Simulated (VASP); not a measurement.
Runs of VASP 6.6.1 on CoO. The structure is that of space group Fm-3m (No. 225), or close to it. The cells are those of the table. 

```csv
task,cell,k mesh for the DOS,occupations for the DOS,gap on the mesh (eV),pressure (GPa),moment (μB)
density of states,"a = 3.014 Å, angles 60.0°, 2 atoms",23 × 23 × 23,tetrahedron,-,-,2.91
electric field gradients,"a = 2.953 Å, angles 60.0°, 2 atoms",-,-,none,(a),(b)
single point,"a = 3.074 Å, angles 60.0°, 2 atoms",-,-,none,-10.9,2.99
electric field gradients,"a = 3.074 Å, angles 60.0°, 2 atoms",-,-,none,-10.9,2.99
single point,"a = 3.034 Å, angles 60.0°, 2 atoms",-,-,none,-5.4,2.95
electric field gradients,"a = 3.014 Å, angles 60.0°, 2 atoms",-,-,none,-2.3,2.91
electric field gradients,"a = 2.994 Å, angles 60.0°, 2 atoms",-,-,none,0.9,2.85
electric field gradients,"a = 3.034 Å, angles 60.0°, 2 atoms",-,-,none,-5.4,2.95
```

Alike in all rows: level PBE; potentials or basis VASP PAW PBE potentials, release 64 (Co, O); spin collinear, ferromagnetic start; k mesh 15 × 15 × 15; cutoff (eV) 520; smearing fermi-dirac 0.05 eV.

Question: Fill in the values left out.

Answer: (a) 7.7; (b) 2.65.

Caveats: a cell with one magnetic atom can't hold antiferromagnetic order, which such compounds often take; semilocal functionals often make such compounds metallic where correlation or magnetic order opens a gap, which also shifts bond lengths; tetrahedron occupations give inexact forces and stress in metals (some runs).

A gap of «none» marks levels without a gap at the run's occupations.
